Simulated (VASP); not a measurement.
Runs of VASP 6.6.1 on CdS (Hawleyite). The structure is that of space group F-43m (No. 216), or close to it. The cells are those of the table. 

```csv
level,potentials or basis,cell,k mesh,cutoff (eV),second run,gap on the mesh (eV),pressure (GPa)
PBE,"VASP PAW PBE potentials, release 64 (Cd_sv_GW, S)","a = 4.105 Å, angles 60.0°, 2 atoms",6 × 6 × 6,540,valence_matched,1.17,2.8
r2SCAN,"VASP PAW PBE potentials, release 64 (Cd, S)","a = 4.072 Å, angles 60.0°, 2 atoms",6 × 6 × 6,520,-,1.68,4.7
r2SCAN,"VASP PAW PBE potentials, release 64 (Cd, S)","a = 4.157 Å, angles 60.0°, 2 atoms",6 × 6 × 6,520,-,1.54,0.3
r2SCAN,"VASP PAW PBE potentials, release 64 (Cd, S)","a = 4.238 Å, angles 60.0°, 2 atoms",6 × 6 × 6,520,-,1.40,-2.9
r2SCAN,"VASP PAW PBE potentials, release 64 (Cd, S)","a = 4.198 Å, angles 60.0°, 2 atoms",6 × 6 × 6,520,-,1.47,-1.4
PBE,"VASP PAW PBE potentials, release 64 (Cd, S)","a = 4.105 Å, angles 60.0°, 2 atoms",6 × 6 × 6,520,-,1.18,4.2
r2SCAN,"VASP PAW PBE potentials, release 64 (Cd_sv_GW, S)","a = 4.072 Å, angles 60.0°, 2 atoms",6 × 6 × 6,600,valence_matched,1.68,3.9
PBE,"VASP PAW PBE potentials, release 64 (Cd, S)","a = 4.157 Å, angles 60.0°, 2 atoms",8 × 8 × 8,520,-,1.10,(b)
PBE,"VASP PAW PBE potentials, release 64 (Cd_sv_GW, S)","a = 4.148 Å, angles 60.0°, 2 atoms",6 × 6 × 6,540,valence_matched,1.11,0.8
PBE,"VASP PAW PBE potentials, release 64 (Cd, S)","a = 4.273 Å, angles 60.0°, 2 atoms",6 × 6 × 6,520,-,0.91,-2.5
PBE,"VASP PAW PBE potentials, release 64 (Cd, S)","a = 4.148 Å, angles 60.0°, 2 atoms",6 × 6 × 6,520,-,1.11,(a)
PBE,"VASP PAW PBE potentials, release 64 (Cd, S)","a = 4.232 Å, angles 60.0°, 2 atoms",6 × 6 × 6,520,-,0.98,-1.2
```

Alike in all rows: task single point; no spin polarisation; smearing gaussian 0.01 eV.

Question: Estimate the missing entries.

Answer: (a) 2.1; (b) 1.7.

Caveats: the PAW data sets were made with another functional, which shifts forces and pressure a little (some runs).

A k mesh can miss the band edges, and the runs leave out spin-orbit coupling on Cd.

The runs don't all hold the same shells in valence.
